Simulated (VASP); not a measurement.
# W (I4/mmm) in VASP: notebook

The runs below take W through single point, with PBE.

Everything below comes from runs of VASP 6.6.1. Logs are shortened: lines on timing, memory, paths and dates and some standing lists are left out, and cuts for length are marked.

### 1 The cell of the first run

It takes space group I4/mmm (No. 139, tetragonal). The conventional cell has a = 3.136 Å, b = 3.136 Å, c = 3.184 Å, α = 90.00°, β = 90.00°, γ = 90.00°. W (site symmetry 4/mmm) has 14 W at 2.73 to 3.18 Å within 3.6 Å.

### 2 Single point, PBE (strain -0.015 along x and y, +0.000 along z)

Contents of INCAR:

```
ALGO = Fast
EDIFF = 1E-6
ENCUT = 520
GGA = PE
ISIF = 2
ISMEAR = 0
LASPH = True
LCHARG = False
LREAL = False
LWAVE = False
NBANDS = 13
NELM = 100
PREC = Accurate
SIGMA = 0.15
```

Contents of KPOINTS:

```
k-points
0
Gamma
  26 26 26
```

Contents of POSCAR:

```
W
1.0
   -1.5679026326      1.5679026326      1.5917793224
    1.5679026326     -1.5679026326      1.5917793224
    1.5679026326      1.5679026326     -1.5917793224
W
1
Direct
    0.0000000000      0.0000000000      0.0000000000
```

Potentials or basis: VASP PAW PBE potentials, release 64 (W_sv).

On the command line:

```
$ cat potpaw_PBE.64/W_sv/POTCAR > POTCAR
$ mpirun -np 1 vasp_std > vasp.out
```

OUTCAR:

```text
EDIFF = 1E-6
   ENCUT = 520
   GGA = PE
   ISIF = 2
   ISMEAR = 0
   LASPH = True
   LREAL = False
   NELM = 100
   PREC = Accurate

 ion  position               nearest neighbor table
   1  0.000  0.000  0.000-

  LATTYP: Found a body centered tetragonal cell.
 ALAT       =     3.1358052652
 C/A-ratio  =     1.0152284264

  Lattice vectors:

 A1 = (  -1.5679026326,   1.5679026326,   1.5917793224)
 A2 = (   1.5679026326,  -1.5679026326,   1.5917793224)
 A3 = (   1.5679026326,   1.5679026326,  -1.5917793224)

Analysis of symmetry for initial positions (statically):
=====================================================================
 Subroutine PRICEL returns:
 Original cell was already a primitive cell.

 Routine SETGRP: Setting up the symmetry group for a
 body centered tetragonal supercell.

 Subroutine GETGRP returns: Found 16 space group operations
 (whereof 16 operations were pure point group operations)
 out of a pool of 16 trial point group operations.

The static configuration has the point symmetry D_4h.

Analysis of symmetry for dynamics (positions and initial velocities):
=====================================================================
 Subroutine PRICEL returns:
 Original cell was already a primitive cell.

 Routine SETGRP: Setting up the symmetry group for a
 body centered tetragonal supercell.

 Subroutine GETGRP returns: Found 16 space group operations
 (whereof 16 operations were pure point group operations)
 out of a pool of 16 trial point group operations.

The dynamic configuration has the point symmetry D_4h.

 Subroutine INISYM returns: Found 16 space group operations
 (whereof 16 operations are pure point group operations),
 and found     1 'primitive' translations

----------------------------------------------------------------------------------------

                                     Primitive cell

  volume of cell :      15.6524

  direct lattice vectors                    reciprocal lattice vectors
    -1.567902633  1.567902633  1.591779322     0.000000000  0.318897353  0.314113893
     1.567902633 -1.567902633  1.591779322     0.318897353  0.000000000  0.314113893
     1.567902633  1.567902633 -1.591779322     0.318897353  0.318897353  0.000000000

  length of vectors
     2.729541856  2.729541856  2.729541856     0.447619325  0.447619325  0.450988962

  position of ions in fractional coordinates (direct lattice)
     0.000000000  0.000000000  0.000000000

  ion indices of the primitive-cell ions
   primitive index   ion index
                 1           1

----------------------------------------------------------------------------------------

 KPOINTS: k-points

Automatic generation of k-mesh.
 Grid dimensions read from file:
 generate k-points for:   26   26   26

 Generating k-lattice:

  Cartesian coordinates                     Fractional coordinates (reciprocal lattice)
     0.000000000  0.012265283  0.012081304     0.038461538  0.000000000  0.000000000
     0.012265283  0.000000000  0.012081304     0.000000000  0.038461538  0.000000000
     0.012265283  0.012265283  0.000000000     0.000000000  0.000000000  0.038461538

  Length of vectors
     0.017216128  0.017216128  0.017345729

  Shift w.r.t. Gamma in fractional coordinates (k-lattice)
     0.000000000  0.000000000  0.000000000

 Subroutine IBZKPT returns following result:
 ===========================================

 Found   1330 irreducible k-points:

 Following reciprocal coordinates:
            Coordinates               Weight
  0.000000  0.000000  0.000000      1.000000
  0.038462 -0.000000  0.000000      8.000000
  0.076923 -0.000000  0.000000      8.000000
  0.115385  0.000000 -0.000000      8.000000
  0.153846  0.000000  0.000000      8.000000
  0.192308 -0.000000  0.000000      8.000000
[... 16 lines left out ...]
  0.346154  0.038462  0.000000     16.000000
  0.384615  0.038462  0.000000     16.000000
 [... further k-points ...]
   k-points           NKPTS =   1330   k-points in BZ     NKDIM =   1330   number of bands    NBANDS=     13
   number of dos      NEDOS =    301   number of ions     NIONS =      1
   total plane-waves  NPLWV =   8000
   dimension x,y,z NGX =    20 NGY =   20 NGZ =   20
   dimension x,y,z NGXF=    40 NGYF=   40 NGZF=   40
   ions per type =               1
   NGX,Y,Z   is equivalent  to a cutoff of  12.18, 12.18, 12.18 a.u.
   NGXF,Y,Z  is equivalent  to a cutoff of  24.36, 24.36, 24.36 a.u.
 SYSTEM =  unknown system
   PREC   = accura    normal or accurate (medium, high low for compatibility)
   ISTART =      0    job   : 0-new  1-cont  2-samecut
   ICHARG =      2    charge: 1-file 2-atom 10-const
   ISPIN  =      1    spin polarized calculation?
   LNONCOLLINEAR =      F non collinear calculations
   LSORBIT =      F    spin-orbit coupling
   LASPH  =      T    aspherical Exc in radial PAW
   ENCUT  =  520.0 eV  38.22 Ry    6.18 a.u.   5.08  5.08  5.08*2*pi/ulx,y,z
   NELM   =    100;   NELMIN=  2; NELMDL= -5     # of ELM steps
   EDIFF  = 0.1E-05   stopping-criterion for ELM
   LREAL  =      F    real-space projection
   EDIFFG = 0.1E-04   stopping-criterion for IOM
   NSW    =      0    number of steps for IOM
   IBRION =     -1    ionic relax: 0-MD 1-quasi-New 2-CG
   NFREE  =      0    steps in history (QN), initial steepest desc. (CG)
   ISIF   =      2    stress and relaxation
   ISYM   =      2    0-nonsym 1-usesym 2-fastsym
   POTIM  = 0.5000    time-step for ionic-motion
   TEBEG  =    0.0;   TEEND  =   0.0 temperature during run
   PSTRESS=    0.0 pullay stress
   NELECT =      14.0000    total number of electrons
   NUPDOWN=      -1.0000    fix difference up-down
   EMIN   =  10.00;   EMAX   =-10.00  energy-range for DOS
   EFERMI =   0.00;   METHOD = LEGACY
   ISMEAR =     0;   SIGMA  =   0.15  broadening in eV -4-tet -1-fermi 0-gaus
   EFERMI_NEDOS =   21; number of points for ismear=-14 and -15
   IALGO  =     68    algorithm
   IMIX   =      4    mixing-type and parameters
     AMIX     =   0.40;   BMIX     =  1.00
     AMIX_MAG =   1.60;   BMIX_MAG =  1.00
  volume/ion in A,a.u.               =      15.65       105.63
  Fermi-wavevector in a.u.,A,eV,Ry     =   1.577335  2.980730 33.851084  2.487984
  Thomas-Fermi vector in A             =   2.678032
   LORBIT       =      0    0 simple, 1 ext, 2 COOP (PROOUT), +10 PAW based schemes
   GGA     = PE    functional components
   LHFCALC =     F    Hartree Fock is set to
   AEXX    =    0.0000 exact exchange contribution
   IVDW    =     0    specifies the selected vdW correction
   LEPSILON=     F    determine dielectric tensor
   LRPA    =     F    only Hartree local field effects (RPA)
 non-spin polarized calculation
 RMM-DIIS sequential band-by-band and
 Gauss-broadening in eV      SIGMA  =   0.15
  energy-cutoff  :      520.00
  volume of cell :       15.65
 maximum number of plane-waves:       434
   NGX = 11   NGY = 11   NGZ = 11

 number of electron      14.0000004 magnetization

 Free energy of the ion-electron system (eV)
  ---------------------------------------------------
  ext. energy  EPLUGINS =         0.00000000
  ---------------------------------------------------
  free energy    TOTEN  =       -12.93851395 eV

  energy without entropy =      -12.93349740  energy(sigma->0) =      -12.93600568

 E-fermi :  11.6397     XC(G=0): -13.7126

 val. band max:       11.6328942000   @ k =  -0.1923  -0.3077   0.1923
 cond. band min:      11.6423620281   @ k =  -0.2308   0.2692   0.1154
 fundamental gap:      0.0094678281
 Fermi energy:        11.6397236281

 k-point     1 :       0.0000    0.0000    0.0000
  band No.  band energies     occupation
      1     -62.5392      2.00000
      2     -26.0858      2.00000
      3     -26.0796      2.00000
      4     -26.0796      2.00000
      5       1.9206      2.00000
      6      10.3128      2.00000
      7      10.3128      2.00000
      8      10.5146      2.00000
      9      13.7806      0.00000
     10      14.0536      0.00000
     11      25.9808      0.00000
     12      26.2741      0.00000
     13      26.2741      0.00000

 k-point     2 :       0.0385   -0.0000    0.0000
  band No.  band energies     occupation
      1     -62.5371      2.00000
      2     -26.1043      2.00000
      3     -26.0861      2.00000
      4     -26.0824      2.00000
      5       1.9936      2.00000
      6      10.3047      2.00000
      7      10.3121      2.00000
      8      10.5409      2.00000
      9      13.7222      0.00000
     10      14.0351      0.00000
     11      26.0973      0.00000
     12      26.3975      0.00000
     13      26.4074      0.00000

 k-point     3 :       0.0769   -0.0000    0.0000
  band No.  band energies     occupation
      1     -62.5311      2.00000
      2     -26.1662      2.00000
      3     -26.1052      2.00000
      4     -26.0828      2.00000
      5       2.2087      2.00000
      6      10.2223      2.00000
      7      10.2732      2.00000
      8      10.7118      2.00000
      9      13.5524      0.00000
     10      14.0090      0.00000
     11      26.3372      0.00000
     12      26.7620      0.00000
     13      26.8635      0.00000

 k-point     4 :       0.1154    0.0000   -0.0000
  band No.  band energies     occupation
      1     -62.5216      2.00000
      2     -26.2646      2.00000
      3     -26.1355      2.00000
      4     -26.0831      2.00000
      5       2.5537      2.00000
      6      10.0359      2.00000
      7      10.2013      2.00000
      8      11.0457      2.00000
      9      13.3350      0.00000
     10      13.9984      0.00000
     11      26.6083      0.00000
     12      27.3522      0.00000
     13      27.5749      0.00000

 k-point     5 :       0.1538    0.0000    0.0000
  band No.  band energies     occupation
      1     -62.5089      2.00000
      2     -26.3925      2.00000
      3     -26.1753      2.00000
      4     -26.0834      2.00000
      5       3.0069      2.00000
      6       9.7925      2.00000
      7      10.0749      2.00000
      8      11.5172      1.75202
      9      13.1636      0.00000
     10      14.0062      0.00000
     11      26.8410      0.00000
     12      28.1461      0.00000
     13      28.3228      0.00000

 k-point     6 :       0.1923   -0.0000    0.0000
  band No.  band energies     occupation
      1     -62.4938      2.00000
      2     -26.5412      2.00000
      3     -26.2220      2.00000
      4     -26.0837      2.00000
      5       3.5344      2.00000
      6       9.5184      2.00000
      7       9.9086      2.00000
      8      12.1129      0.00001
      9      13.0980      0.00000
     10      14.0361      0.00000
     11      26.8959      0.00000
     12      28.7776      0.00000
     13      29.1195      0.00000

 k-point     7 :       0.2308    0.0000    0.0000
  band No.  band energies     occupation
      1     -62.4773      2.00000
      2     -26.7012      2.00000
      3     -26.2728      2.00000
      4     -26.0842      2.00000
      5       4.0855      2.00000
      6       9.2349      2.00000
      7       9.7617      2.00000
      8      12.8200      0.00000
      9      13.1458      0.00000
     10      14.0926      0.00000
     11      26.6422      0.00000
     12      28.5942      0.00000
     13      30.2475      0.00000
[... 193 lines left out ...]
 k-point    20 :       0.2308    0.0385    0.0000
  band No.  band energies     occupation
      1     -62.4679      2.00000
      2     -26.7867      2.00000
      3     -26.2992      2.00000
      4     -26.0914      2.00000
      5       4.3944      2.00000
      6       9.0978      2.00000
      7       9.6666      2.00000
      8      13.1172      0.00000
      9      13.3198      0.00000
     10      14.1847      0.00000
     11      26.4224      0.00000
     12      28.2887      0.00000
     13      30.6671      0.00000

 k-point    21 :       0.2692    0.0385   -0.0000
  band No.  band energies     occupation
      1     -62.4511      2.00000
      2     -26.9425      2.00000
      3     -26.3518      2.00000
      4     -26.0920      2.00000
      5       4.8510      2.00000
      6       8.8349      2.00000
      7       9.7116      2.00000
      8      13.3048      0.00000
      9      14.1456      0.00000
     10      14.2735      0.00000
     11      25.7473      0.00000
     12      27.3852      0.00000
     13      31.8796      0.00000

 k-point    22 :       0.3077    0.0385    0.0000
  band No.  band energies     occupation
      1     -62.4352      2.00000
      2     -27.0867      2.00000
      3     -26.4009      2.00000
      4     -26.0926      2.00000
      5       5.1591      2.00000
      6       8.6000      2.00000
      7       9.9819      2.00000
      8      13.5067      0.00000
      9      14.3715      0.00000
     10      15.0485      0.00000
     11      25.0125      0.00000
     12      26.2937      0.00000
     13      32.9253      0.00000

 k-point    23 :       0.3462    0.0385    0.0000
  band No.  band energies     occupation
      1     -62.4212      2.00000
      2     -27.2117      2.00000
      3     -26.4437      2.00000
      4     -26.0932      2.00000
      5       5.3088      2.00000
      6       8.4022      2.00000
      7      10.4713      2.00000
      8      13.6796      0.00000
      9      14.4985      0.00000
     10      15.9565      0.00000
     11      24.3220      0.00000
     12      25.1978      0.00000
     13      31.5665      0.00000

 k-point    24 :       0.3846    0.0385    0.0000
  band No.  band energies     occupation
      1     -62.4098      2.00000
      2     -27.3112      2.00000
      3     -26.4780      2.00000
      4     -26.0938      2.00000
      5       5.3483      2.00000
      6       8.2483      2.00000
      7      11.0895      2.00000
      8      13.7711      0.00000
      9      14.6431      0.00000
     10      16.8089      0.00000
     11      23.7206      0.00000
     12      24.2452      0.00000
     13      30.2964      0.00000

 [... further k-points ...]
[... 5 lines left out ...]
  --------------------------------------------------------------------------------------
  -------------------------------------------------------------------------------------
  Total        1.1789407      1.1789407      0.6866654      0.0000000      0.0000000     -0.0000000
  in kB      120.6761732    120.6761732     70.2869583      0.0000000      0.0000000     -0.0000000
  external PRESSURE =     103.8797682 kB  Pullay stress =       0.0000000 kB

 VOLUME and BASIS-vectors are now :
 -----------------------------------------------------------------------------
  energy-cutoff  :      520.00
  volume of cell :       15.65
      direct lattice vectors                 reciprocal lattice vectors
    -1.567902633  1.567902633  1.591779322     0.000000000  0.318897353  0.314113893
     1.567902633 -1.567902633  1.591779322     0.318897353  0.000000000  0.314113893
     1.567902633  1.567902633 -1.591779322     0.318897353  0.318897353  0.000000000

 POSITION                                       TOTAL-FORCE (eV/Angst)
 -----------------------------------------------------------------------------------
      0.00000      0.00000      0.00000        -0.000000      0.000000      0.000000
 -----------------------------------------------------------------------------------
    total drift:                                0.000000     -0.000000      0.000000

  FREE ENERGIE OF THE ION-ELECTRON SYSTEM (eV)
  ---------------------------------------------------
  free  energy   TOTEN  =       -12.9385139513 eV

  energy  without entropy=      -12.9334974015  energy(sigma->0) =      -12.93600568
```

It took 2.6 min on 1 thread of Intel Xeon Platinum 8259CL at 2.50GHz (Skylake/Cascade Lake), shared host; peak memory 0.34 GiB.

What came out:

| Quantity | Value |
| --- | --- |
| Free energy | -12.9385 eV |
| Pressure | 10.4 GPa |
| Band gap on the k mesh | zero (band 7 reaches 16.84 eV, above the bottom of band 8 at 10.49 eV) |

Caveat: the cell differs from its parent crystal (strain -0.015 along x and y, +0.000 along z); spin-orbit coupling is left out, which moves the levels of the heavy elements.

(Continued in part 2 of 3.)
